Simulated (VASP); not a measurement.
# KF in VASP: notebook

The runs below take KF through single point, with LDA.

Program: VASP 6.6.1. These are calculated values, not measurements. Logs are shortened: lines on timing, memory, paths and dates and some standing lists are left out, and cuts for length are marked.

### Step 1. The cell of the first run

It takes space group Fm-3m (No. 225, cubic). The conventional cell has a = 5.271 Å, b = 5.271 Å, c = 5.271 Å, α = 90.00°, β = 90.00°, γ = 90.00°. K (site symmetry m-3m) has 6 F at 2.64 Å within 3.5 Å. F (site symmetry m-3m) has 6 K at 2.64 Å within 3.5 Å.

### Step 2. Single point, LDA

INCAR

```
SYSTEM = KF
  PREC = Accurate
  ENCUT = 520
  EDIFF = 1E-6
  ISMEAR = 0
  SIGMA = 0.05
  LREAL = .FALSE.
  LASPH = .TRUE.
  NELM = 60
  ALGO = Normal
  ISIF = 2
  LWAVE = .FALSE.
  LCHARG = .FALSE.
  NBANDS = 15
```

KPOINTS

```
regular mesh
0
G
  8 8 8
  0 0 0
```

POSCAR

```
KF
1.0
    0.0000000000      2.6356528549      2.6356528549
    2.6356528549      0.0000000000      2.6356528549
    2.6356528549      2.6356528549      0.0000000000
K F
1 1
Direct
    0.0000000000      0.0000000000      0.0000000000
    0.5000000000      0.5000000000      0.5000000000
```

Potentials or basis: VASP PAW LDA potentials, release 64 (K_sv, F).

Launch:

```console
$ cat potpaw_LDA.64/K_sv/POTCAR potpaw_LDA.64/F/POTCAR > POTCAR
$ mpirun -np 1 vasp_std > vasp.out
```

OUTCAR:

```text
SYSTEM = KF
   PREC = Accurate
   ENCUT = 520
   EDIFF = 1E-6
   ISMEAR = 0
   LREAL = .FALSE.
   LASPH = .TRUE.
   NELM = 60
   ISIF = 2

 ion  position               nearest neighbor table
   1  0.000  0.000  0.000-   2 2.64   2 2.64   2 2.64   2 2.64   2 2.64   2 2.64
   2  0.500  0.500  0.500-   1 2.64   1 2.64   1 2.64   1 2.64   1 2.64   1 2.64

  LATTYP: Found a face centered cubic cell.
 ALAT       =     5.2713057098

  Lattice vectors:

 A1 = (   0.0000000000,   2.6356528549,   2.6356528549)
 A2 = (   2.6356528549,   0.0000000000,   2.6356528549)
 A3 = (   2.6356528549,   2.6356528549,   0.0000000000)

Analysis of symmetry for initial positions (statically):
=====================================================================
 Subroutine PRICEL returns:
 Original cell was already a primitive cell.

 Routine SETGRP: Setting up the symmetry group for a
 face centered cubic supercell.

 Subroutine GETGRP returns: Found 48 space group operations
 (whereof 48 operations were pure point group operations)
 out of a pool of 48 trial point group operations.

The static configuration has the point symmetry O_h .

Analysis of symmetry for dynamics (positions and initial velocities):
=====================================================================
 Subroutine PRICEL returns:
 Original cell was already a primitive cell.

 Routine SETGRP: Setting up the symmetry group for a
 face centered cubic supercell.

 Subroutine GETGRP returns: Found 48 space group operations
 (whereof 48 operations were pure point group operations)
 out of a pool of 48 trial point group operations.

The dynamic configuration has the point symmetry O_h .

 Subroutine INISYM returns: Found 48 space group operations
 (whereof 48 operations are pure point group operations),
 and found     1 'primitive' translations

----------------------------------------------------------------------------------------

                                     Primitive cell

  volume of cell :      36.6180

  direct lattice vectors                    reciprocal lattice vectors
     0.000000000  2.635652855  2.635652855    -0.189706319  0.189706319  0.189706319
     2.635652855  0.000000000  2.635652855     0.189706319 -0.189706319  0.189706319
     2.635652855  2.635652855  0.000000000     0.189706319  0.189706319 -0.189706319

  length of vectors
     3.727376013  3.727376013  3.727376013     0.328580982  0.328580982  0.328580982

  position of ions in fractional coordinates (direct lattice)
     0.000000000  0.000000000  0.000000000
     0.500000000  0.500000000  0.500000000

  ion indices of the primitive-cell ions
   primitive index   ion index
                 1           1
                 2           2

----------------------------------------------------------------------------------------

 KPOINTS: regular mesh

Automatic generation of k-mesh.
 Grid dimensions read from file:
 generate k-points for:    8    8    8

 Generating k-lattice:

  Cartesian coordinates                     Fractional coordinates (reciprocal lattice)
    -0.023713290  0.023713290  0.023713290     0.125000000  0.000000000  0.000000000
     0.023713290 -0.023713290  0.023713290     0.000000000  0.125000000  0.000000000
     0.023713290  0.023713290 -0.023713290     0.000000000  0.000000000  0.125000000

  Length of vectors
     0.041072623  0.041072623  0.041072623

  Shift w.r.t. Gamma in fractional coordinates (k-lattice)
     0.000000000  0.000000000  0.000000000

 Subroutine IBZKPT returns following result:
 ===========================================

 Found     29 irreducible k-points:

 Following reciprocal coordinates:
            Coordinates               Weight
  0.000000  0.000000  0.000000      1.000000
  0.125000  0.000000  0.000000      8.000000
  0.250000  0.000000  0.000000      8.000000
  0.375000  0.000000  0.000000      8.000000
  0.500000  0.000000  0.000000      4.000000
  0.125000  0.125000  0.000000      6.000000
[... 16 lines left out ...]
  0.500000  0.250000  0.125000     48.000000
 -0.375000  0.250000  0.125000     24.000000
 [... further k-points ...]
   k-points           NKPTS =     29   k-points in BZ     NKDIM =     29   number of bands    NBANDS=     15
   number of dos      NEDOS =    301   number of ions     NIONS =      2
   total plane-waves  NPLWV =  21952
   dimension x,y,z NGX =    28 NGY =   28 NGZ =   28
   dimension x,y,z NGXF=    56 NGYF=   56 NGZF=   56
   ions per type =               1   1
   NGX,Y,Z   is equivalent  to a cutoff of  12.49, 12.49, 12.49 a.u.
   NGXF,Y,Z  is equivalent  to a cutoff of  24.98, 24.98, 24.98 a.u.
 SYSTEM =  KF
   PREC   = accura    normal or accurate (medium, high low for compatibility)
   ISTART =      0    job   : 0-new  1-cont  2-samecut
   ICHARG =      2    charge: 1-file 2-atom 10-const
   ISPIN  =      1    spin polarized calculation?
   LNONCOLLINEAR =      F non collinear calculations
   LSORBIT =      F    spin-orbit coupling
   LASPH  =      T    aspherical Exc in radial PAW
   ENCUT  =  520.0 eV  38.22 Ry    6.18 a.u.   6.93  6.93  6.93*2*pi/ulx,y,z
   NELM   =     60;   NELMIN=  2; NELMDL= -5     # of ELM steps
   EDIFF  = 0.1E-05   stopping-criterion for ELM
   LREAL  =      F    real-space projection
   EDIFFG = 0.1E-04   stopping-criterion for IOM
   NSW    =      0    number of steps for IOM
   IBRION =     -1    ionic relax: 0-MD 1-quasi-New 2-CG
   NFREE  =      0    steps in history (QN), initial steepest desc. (CG)
   ISIF   =      2    stress and relaxation
   ISYM   =      2    0-nonsym 1-usesym 2-fastsym
   POTIM  = 0.5000    time-step for ionic-motion
   TEBEG  =    0.0;   TEEND  =   0.0 temperature during run
   PSTRESS=    0.0 pullay stress
   NELECT =      16.0000    total number of electrons
   NUPDOWN=      -1.0000    fix difference up-down
   EMIN   =  10.00;   EMAX   =-10.00  energy-range for DOS
   EFERMI =   0.00;   METHOD = LEGACY
   ISMEAR =     0;   SIGMA  =   0.05  broadening in eV -4-tet -1-fermi 0-gaus
   EFERMI_NEDOS =   21; number of points for ismear=-14 and -15
   IALGO  =     38    algorithm
   IMIX   =      4    mixing-type and parameters
     AMIX     =   0.40;   BMIX     =  1.00
     AMIX_MAG =   1.60;   BMIX_MAG =  1.00
  volume/ion in A,a.u.               =      18.31       123.56
  Fermi-wavevector in a.u.,A,eV,Ry     =   1.242272  2.347553 20.997044  1.543239
  Thomas-Fermi vector in A             =   2.376633
   LORBIT       =      0    0 simple, 1 ext, 2 COOP (PROOUT), +10 PAW based schemes
   GGA     = CA    functional components
   LHFCALC =     F    Hartree Fock is set to
   AEXX    =    0.0000 exact exchange contribution
   IVDW    =     0    specifies the selected vdW correction
   LEPSILON=     F    determine dielectric tensor
   LRPA    =     F    only Hartree local field effects (RPA)
 non-spin polarized calculation
 Gauss-broadening in eV      SIGMA  =   0.05
  energy-cutoff  :      520.00
  volume of cell :       36.62
 maximum number of plane-waves:       995
   NGX = 13   NGY = 13   NGZ = 13

 number of electron      16.0000016 magnetization

 Free energy of the ion-electron system (eV)
  ---------------------------------------------------
  ext. energy  EPLUGINS =         0.00000000
  ---------------------------------------------------
  free energy    TOTEN  =        -9.05942864 eV

  energy without entropy =       -9.05942864  energy(sigma->0) =       -9.05942864

 E-fermi :  -2.8224     XC(G=0):  -9.3147

 val. band max:       -3.1183104174   @ k =   0.0000   0.0000   0.0000
 cond. band min:       2.8841681609   @ k =   0.0000   0.0000   0.0000
 fundamental gap:      6.0024785783
 Fermi energy:        -2.8224281306

 k-point     1 :       0.0000    0.0000    0.0000
  band No.  band energies     occupation
      1     -28.6440      2.00000
      2     -21.3566      2.00000
      3     -12.0820      2.00000
      4     -12.0820      2.00000
      5     -12.0820      2.00000
      6      -3.1183      2.00000
      7      -3.1183      2.00000
      8      -3.1183      2.00000
      9       2.8842      0.00000
     10       7.5032      0.00000
     11       7.5032      0.00000
     12       7.5032      0.00000
     13       9.2948      0.00000
     14       9.2948      0.00000
     15      13.5111      0.00000

 k-point     2 :       0.1250    0.0000    0.0000
  band No.  band energies     occupation
      1     -28.6258      2.00000
      2     -21.3744      2.00000
      3     -12.1293      2.00000
      4     -12.0881      2.00000
      5     -12.0881      2.00000
      6      -3.2791      2.00000
      7      -3.1796      2.00000
      8      -3.1796      2.00000
      9       3.3423      0.00000
     10       7.2176      0.00000
     11       7.7294      0.00000
     12       7.7294      0.00000
     13       9.4555      0.00000
     14       9.4555      0.00000
     15      14.3500      0.00000

 k-point     3 :       0.2500    0.0000    0.0000
  band No.  band energies     occupation
      1     -28.5812      2.00000
      2     -21.4179      2.00000
      3     -12.2423      2.00000
      4     -12.1028      2.00000
      5     -12.1028      2.00000
      6      -3.6156      2.00000
      7      -3.3240      2.00000
      8      -3.3240      2.00000
      9       4.4646      0.00000
     10       6.8400      0.00000
     11       8.2955      0.00000
     12       8.2955      0.00000
     13       9.9475      0.00000
     14       9.9475      0.00000
     15      15.6466      0.00000
[... 343 lines left out ...]
 k-point    23 :       0.5000    0.2500    0.1250
  band No.  band energies     occupation
      1     -28.5161      2.00000
      2     -21.4432      2.00000
      3     -12.4133      2.00000
      4     -12.3284      2.00000
      5     -12.1576      2.00000
      6      -3.7447      2.00000
      7      -3.4575      2.00000
      8      -3.2842      2.00000
      9       5.9811      0.00000
     10       6.3967      0.00000
     11       8.7117      0.00000
     12       9.5592      0.00000
     13      10.5616      0.00000
     14      11.5988      0.00000
     15      13.2649      0.00000

 k-point    24 :      -0.3750    0.2500    0.1250
  band No.  band energies     occupation
      1     -28.5016      2.00000
      2     -21.4508      2.00000
      3     -12.4672      2.00000
      4     -12.3497      2.00000
      5     -12.1657      2.00000
      6      -3.7526      2.00000
      7      -3.4286      2.00000
      8      -3.3943      2.00000
      9       6.1462      0.00000
     10       6.8509      0.00000
     11       8.6563      0.00000
     12       9.7327      0.00000
     13      11.0882      0.00000
     14      12.1433      0.00000
     15      12.3667      0.00000

 [... further k-points ...]

------------------------ aborting loop because EDIFF is reached ----------------------------------------

  FORCE on cell =-STRESS in cart. coord.  units (eV):
  Direction    XX          YY          ZZ          XY          YZ          ZX
  --------------------------------------------------------------------------------------
  -------------------------------------------------------------------------------------
  Total       -0.5027440     -0.5027440     -0.5027440      0.0000000     -0.0000000      0.0000000
  in kB      -21.9969705    -21.9969705    -21.9969705      0.0000000     -0.0000000      0.0000000
  external PRESSURE =     -21.9969705 kB  Pullay stress =       0.0000000 kB

 VOLUME and BASIS-vectors are now :
 -----------------------------------------------------------------------------
  energy-cutoff  :      520.00
  volume of cell :       36.62
      direct lattice vectors                 reciprocal lattice vectors
     0.000000000  2.635652855  2.635652855    -0.189706319  0.189706319  0.189706319
     2.635652855  0.000000000  2.635652855     0.189706319 -0.189706319  0.189706319
     2.635652855  2.635652855  0.000000000     0.189706319  0.189706319 -0.189706319

 POSITION                                       TOTAL-FORCE (eV/Angst)
 -----------------------------------------------------------------------------------
      0.00000      0.00000      0.00000         0.000000     -0.000000     -0.000000
      2.63565      2.63565      2.63565        -0.000000      0.000000      0.000000
 -----------------------------------------------------------------------------------
    total drift:                                0.000000      0.000000      0.000000

  FREE ENERGIE OF THE ION-ELECTRON SYSTEM (eV)
  ---------------------------------------------------
  free  energy   TOTEN  =        -9.0594286403 eV

  energy  without entropy=       -9.0594286403  energy(sigma->0) =       -9.05942864
```

Wall time 18 s (1 thread of Intel Xeon Platinum 8375C at 2.90GHz (Ice Lake), shared host); peak memory 0.15 GiB.

What came out:

```
Free energy            : -9.0594 eV
Pressure               : -2.2 GPa
Band gap on the k mesh : 6.00 eV, direct
```

A k mesh can miss the band edges.

### Step 3. Single point, LDA

This run uses another cell than the first one, of 15.83 Å³/atom, 0.865 times its volume.

INCAR

```
PREC = Accurate
ENCUT = 520
EDIFF = 1E-7
ISMEAR = 0
SIGMA = 0.05
LREAL = F
LASPH = T
NELM = 80
ALGO = Normal
ISIF = 2
LWAVE = F
LCHARG = F
NBANDS = 15
```

KPOINTS

```
regular mesh
0
Gamma
  8 8 8
```

POSCAR

```
KF
1.0
    0.0269732623      2.5244975450      2.5244975450
    2.5244975450      0.0269732623      2.5244975450
    2.5244975450      2.5244975450      0.0269732623
K F
1 1
Direct
    0.0000000000      0.0000000000      0.0000000000
    0.5000000000      0.5000000000      0.5000000000
```

Potentials or basis: VASP PAW LDA potentials, release 64 (K_sv, F).

Launch:

```console
$ cat potpaw_LDA.64/K_sv/POTCAR potpaw_LDA.64/F/POTCAR > POTCAR
$ mpirun -np 1 vasp_std > vasp.out
```

Wall time 28 s (1 thread of Intel Xeon Platinum 8375C at 2.90GHz (Ice Lake), shared host); peak memory 0.16 GiB.

The run converged. Its results:

* Free energy: -9.0272 eV
* Pressure: 4.9 GPa
* Band gap on the k mesh: 6.83 eV, indirect (least direct gap 6.84 eV)

Stress tensor (GPa, compression positive):
```
 4.86 -0.12 -0.12
-0.12  4.86 -0.12
-0.12 -0.12  4.86
```

Levels at points of the mesh, in eV from the valence-band top:
```tsv
k point	band 6	band 7	band 8	band 9	band 10	band 11
(0.00, 0.00, 0.00)	-0.03	-0.02	-0.02	6.83	10.82	11.01
(0.50, 0.00, 0.00)	-1.11	-0.61	-0.58	9.53	11.66	12.75
(0.50, 0.50, 0.00)	-0.06	-0.01	0.00	7.93	11.18	12.93
(0.50, 0.50, 0.50)	-1.10	-0.56	-0.56	9.48	11.59	12.80
```
